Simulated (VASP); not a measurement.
# Na (I4/mmm) in VASP: density of states with PBE

Aim: the density of states of Na with PBE.

Everything below comes from runs of VASP 6.6.1. Logs are shortened: lines on timing, memory, paths and dates and some standing lists are left out, and cuts for length are marked.

### Step 1. The cell of the first run

It takes space group I4/mmm (No. 139, tetragonal). Conventional cell: a = 3.777 Å, b = 3.777 Å, c = 5.275 Å, α = 90.00°, β = 90.00°, γ = 90.00°. Within 4.9 Å of Na (site symmetry 4/mmm) lie 12 Na at 3.75 to 3.78 Å.

### Step 2. Density of states, PBE

Contents of POSCAR:

```
Na
1.0
   -1.8882910800      1.8882910800      2.6372766800
    1.8882910800     -1.8882910800      2.6372766800
    1.8882910800      1.8882910800     -2.6372766800
Na
1
Direct
    0.0000000000      0.0000000000      0.0000000000
```

Contents of INCAR.step1:

```
SYSTEM = Na
PREC = Accurate
ENCUT = 520
EDIFF = 1E-6
ISMEAR = 0
SIGMA = 0.05
LREAL = .FALSE.
LASPH = .TRUE.
NELM = 80
ALGO = Normal
ISIF = 2
LWAVE = .FALSE.
LCHARG = .TRUE.
GGA = PE
NBANDS = 10
```

Contents of KPOINTS.step1:

```
Automatic mesh
0
G
  12 12 12
  0 0 0
```

Contents of INCAR.step2:

```
SYSTEM = Na
PREC = Accurate
ENCUT = 520
EDIFF = 1E-6
ISMEAR = -5
SIGMA = 0.05
LREAL = .FALSE.
LASPH = .TRUE.
NELM = 80
ALGO = Normal
ISIF = 2
LWAVE = .FALSE.
LCHARG = .FALSE.
GGA = PE
LORBIT = 11
NBANDS = 10
NEDOS = 1001
ICHARG = 11
```

Contents of KPOINTS.step2:

```
Automatic mesh
0
G
  18 18 18
  0 0 0
```

Potentials or basis: VASP PAW PBE potentials, release 64 (Na_pv).

Run with:

```console
cat potpaw_PBE.64/Na_pv/POTCAR > POTCAR
cp INCAR.step1 INCAR
cp KPOINTS.step1 KPOINTS
mpirun -np 1 vasp_std > vasp.out
cp INCAR.step2 INCAR
cp KPOINTS.step2 KPOINTS
mpirun -np 1 vasp_std > vasp.out
```

OUTCAR:

```text
SYSTEM = Na
   PREC = Accurate
   ENCUT = 520
   EDIFF = 1E-6
   ISMEAR = -5
   LREAL = .FALSE.
   LASPH = .TRUE.
   NELM = 80
   ISIF = 2
   GGA = PE
   LORBIT = 11
   ICHARG = 11

 ion  position               nearest neighbor table
   1  0.000  0.000  0.000-

  LATTYP: Found a body centered tetragonal cell.
 ALAT       =     3.7765821600
 C/A-ratio  =     1.3966473220

  Lattice vectors:

 A1 = (  -1.8882910800,   1.8882910800,   2.6372766800)
 A2 = (   1.8882910800,  -1.8882910800,   2.6372766800)
 A3 = (   1.8882910800,   1.8882910800,  -2.6372766800)

Analysis of symmetry for initial positions (statically):
=====================================================================
 Subroutine PRICEL returns:
 Original cell was already a primitive cell.

 Routine SETGRP: Setting up the symmetry group for a
 body centered tetragonal supercell.

 Subroutine GETGRP returns: Found 16 space group operations
 (whereof 16 operations were pure point group operations)
 out of a pool of 16 trial point group operations.

The static configuration has the point symmetry D_4h.

Analysis of symmetry for dynamics (positions and initial velocities):
=====================================================================
 Subroutine PRICEL returns:
 Original cell was already a primitive cell.

 Routine SETGRP: Setting up the symmetry group for a
 body centered tetragonal supercell.

 Subroutine GETGRP returns: Found 16 space group operations
 (whereof 16 operations were pure point group operations)
 out of a pool of 16 trial point group operations.

The dynamic configuration has the point symmetry D_4h.

 Subroutine INISYM returns: Found 16 space group operations
 (whereof 16 operations are pure point group operations),
 and found     1 'primitive' translations

----------------------------------------------------------------------------------------

                                     Primitive cell

  volume of cell :      37.6144

  direct lattice vectors                    reciprocal lattice vectors
    -1.888291080  1.888291080  2.637276680     0.000000000  0.264789685  0.189589512
     1.888291080 -1.888291080  2.637276680     0.264789685  0.000000000  0.189589512
     1.888291080  1.888291080 -2.637276680     0.264789685  0.264789685  0.000000000

  length of vectors
     3.753200593  3.753200593  3.753200593     0.325665105  0.325665105  0.374469164

[... 87 lines left out ...]
   ISYM   =      2    0-nonsym 1-usesym 2-fastsym
   POTIM  = 0.5000    time-step for ionic-motion
   TEBEG  =    0.0;   TEEND  =   0.0 temperature during run
   PSTRESS=    0.0 pullay stress
   NELECT =       7.0000    total number of electrons
   NUPDOWN=      -1.0000    fix difference up-down
   EMIN   =  10.00;   EMAX   =-10.00  energy-range for DOS
   EFERMI =   0.00;   METHOD = LEGACY
   ISMEAR =    -5;   SIGMA  =   0.05  broadening in eV -4-tet -1-fermi 0-gaus
   EFERMI_NEDOS =   21; number of points for ismear=-14 and -15
   IALGO  =     38    algorithm
   IMIX   =      4    mixing-type and parameters
     AMIX     =   0.40;   BMIX     =  1.00
     AMIX_MAG =   1.60;   BMIX_MAG =  1.00
  volume/ion in A,a.u.               =      37.61       253.83
  Fermi-wavevector in a.u.,A,eV,Ry     =   0.934666  1.766262 11.886050  0.873600
  Thomas-Fermi vector in A             =   2.061494
   LORBIT       =     11    0 simple, 1 ext, 2 COOP (PROOUT), +10 PAW based schemes
   GGA     = PE    functional components
   LHFCALC =     F    Hartree Fock is set to
   AEXX    =    0.0000 exact exchange contribution
   IVDW    =     0    specifies the selected vdW correction
   LEPSILON=     F    determine dielectric tensor
   LRPA    =     F    only Hartree local field effects (RPA)
 non-spin polarized calculation
 Fermi weights with tetrahedron method with Bloechl corrections
  energy-cutoff  :      520.00
  volume of cell :       37.61
 maximum number of plane-waves:      1028

 number of electron       6.9999993 magnetization

 Free energy of the ion-electron system (eV)
  ---------------------------------------------------
  ext. energy  EPLUGINS =         0.00000000
  ---------------------------------------------------
  free energy    TOTEN  =        -1.31135546 eV

  energy without entropy =       -1.31135546  energy(sigma->0) =       -1.31135546

 E-fermi :   0.3111     XC(G=0):  -6.4639

 val. band max:        0.2916032204   @ k =  -0.3333  -0.3889   0.2222
 cond. band min:       0.2955485868   @ k =  -0.2222  -0.4444   0.1667
 fundamental gap:      0.0039453663
 Fermi energy:         0.3111003214

 k-point     1 :       0.0000    0.0000    0.0000
  band No.  band energies     occupation
      1     -24.6214      2.00000
      2     -24.6214      2.00000
      3     -24.6214      2.00000
      4      -2.9612      2.00000
      5      11.2803      0.00000
      6      11.2803      0.00000
      7      11.3233      0.00000
      8      12.3825      0.00000
      9      12.8244      0.00000
     10      12.8252      0.00000
[... 287 lines left out ...]
 k-point    24 :      -0.2222    0.0556   -0.0000
  band No.  band energies     occupation
      1     -24.6334      2.00000
      2     -24.6237      2.00000
      3     -24.6231      2.00000
      4      -2.2383      2.00000
      5       6.8417      0.00000
      6       9.9707      0.00000
      7      10.4310      0.00000
      8      12.2727      0.00000
      9      12.6409      0.00000
     10      13.8717      0.00000

 [... further k-points ...]

------------------------ aborting loop because EDIFF is reached ----------------------------------------

  FORCE on cell =-STRESS in cart. coord.  units (eV):
  Direction    XX          YY          ZZ          XY          YZ          ZX
  --------------------------------------------------------------------------------------
  -------------------------------------------------------------------------------------
  Total       -0.0290920     -0.0290920     -0.0243840      0.0000000     -0.0000000      0.0000000
  in kB       -1.2391697     -1.2391697     -1.0386346      0.0000000     -0.0000000      0.0000000
  external PRESSURE =      -1.1723247 kB  Pullay stress =       0.0000000 kB

 VOLUME and BASIS-vectors are now :
 -----------------------------------------------------------------------------
  energy-cutoff  :      520.00
  volume of cell :       37.61
      direct lattice vectors                 reciprocal lattice vectors
    -1.888291080  1.888291080  2.637276680     0.000000000  0.264789685  0.189589512
     1.888291080 -1.888291080  2.637276680     0.264789685  0.000000000  0.189589512
     1.888291080  1.888291080 -2.637276680     0.264789685  0.264789685  0.000000000

 POSITION                                       TOTAL-FORCE (eV/Angst)
 -----------------------------------------------------------------------------------
      0.00000      0.00000      0.00000         0.000000      0.000000      0.000000
 -----------------------------------------------------------------------------------
    total drift:                                0.000000     -0.000000      0.000000

  FREE ENERGIE OF THE ION-ELECTRON SYSTEM (eV)
  ---------------------------------------------------
  free  energy   TOTEN  =        -1.3113554577 eV

  energy  without entropy=       -1.3113554577  energy(sigma->0) =       -1.31135546

 total charge

# of ion       s       p       d       tot
------------------------------------------
    1        0.098   5.963   0.000   6.061
```

OUTCAR.step1:

```text
SYSTEM = Na
   PREC = Accurate
   ENCUT = 520
   EDIFF = 1E-6
   ISMEAR = 0
   LREAL = .FALSE.
   LASPH = .TRUE.
   NELM = 80
[... 529 lines left out ...]
 -----------------------------------------------------------------------------------
      0.00000      0.00000      0.00000        -0.000000      0.000000      0.000000
 -----------------------------------------------------------------------------------
    total drift:                               -0.000000     -0.000000     -0.000000

  FREE ENERGIE OF THE ION-ELECTRON SYSTEM (eV)
  ---------------------------------------------------
  free  energy   TOTEN  =        -1.3133180647 eV

  energy  without entropy=       -1.3129378153  energy(sigma->0) =       -1.31312794
```

OSZICAR.step1:

```text
N       E                     dE             d eps       ncg     rms          rms(c)
DAV:   1     0.277822950277E+02    0.27782E+02   -0.38270E+03  3264   0.587E+02
DAV:   2    -0.703596969809E+00   -0.28486E+02   -0.28326E+02  3362   0.148E+02
DAV:   3    -0.130907053690E+01   -0.60547E+00   -0.60512E+00  3890   0.235E+01
DAV:   4    -0.131395323767E+01   -0.48827E-02   -0.48822E-02  3838   0.210E+00
DAV:   5    -0.131402183766E+01   -0.68600E-04   -0.68599E-04  3744   0.245E-01    0.202E-01
DAV:   6    -0.131362340704E+01    0.39843E-03   -0.46247E-04  3824   0.259E-01    0.135E-01
DAV:   7    -0.131332511437E+01    0.29829E-03   -0.95269E-04  3666   0.309E-01    0.156E-02
DAV:   8    -0.131331777745E+01    0.73369E-05   -0.44173E-05  4008   0.110E-01    0.253E-03
DAV:   9    -0.131331806469E+01   -0.28724E-06   -0.22843E-07  2318   0.505E-03
   1 F= -.13133181E+01 E0= -.13131279E+01  d E =-.380249E-03
```

It took 99 s on 1 thread of Intel Xeon Platinum 8259CL at 2.50GHz (Skylake/Cascade Lake), shared host; peak memory 0.25 GiB.

Results:

```yaml
Valence_electrons_inside_the_program's_atomic_spheres: Na 6.06
```

Caveat: tetrahedron occupations give inexact forces and stress in metals.
